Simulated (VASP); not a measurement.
The system is Ti.

```
CELL_PARAMETERS angstrom
-1.64100 1.64100 1.64100
1.64100 -1.64100 1.64100
1.64100 1.64100 -1.64100
ATOMIC_POSITIONS crystal
Ti 0.00000 0.00000 0.00000
```

| Item | Value |
| --- | --- |
| Program | VASP 6.6.1 |
| Task | relaxation of cell and atoms |
| Functional | PBEsol |
| Dispersion | D3(BJ) |
| Potentials or basis | VASP PAW PBE potentials, release 64 (Ti_sv) |
| Cutoff | 600 eV |
| k mesh | 11 × 11 × 11 |
| Occupations | fermi-dirac, width 0.05 eV |
| Spin | no spin polarisation |

At the start: pressure -12.3 GPa; volume 17.68 Å³/atom.

Task: Where does the relaxation end?

Result: Over 3 steps the energy falls by 88.9 meV/atom and the volume is 15.59 Å³/atom (-11.8 %); space group Im-3m (No. 229, to 0.05 Å).

Step by step:
```csv
step,energy change (eV),largest force (eV/Å),pressure (GPa),volume (Å³)
1,0.0000,0.0000,-12.33,17.68
2,-0.0521,0.0000,10.62,14.42
3,-0.0889,0.0000,0.00,15.59
```

Final structure:
```
Ti
1.0
    -1.57365    1.57365    1.57365
     1.57365   -1.57365    1.57365
     1.57365    1.57365   -1.57365
Ti
1
Direct
  0.00000 0.00000 0.00000
```

Caveat: the PAW data sets were made with another functional, which shifts forces and pressure a little; the volume moved by -12 % from the deposited cell, more than functionals usually miss; pairwise dispersion overbinds metals, which lowers pressure and volume.
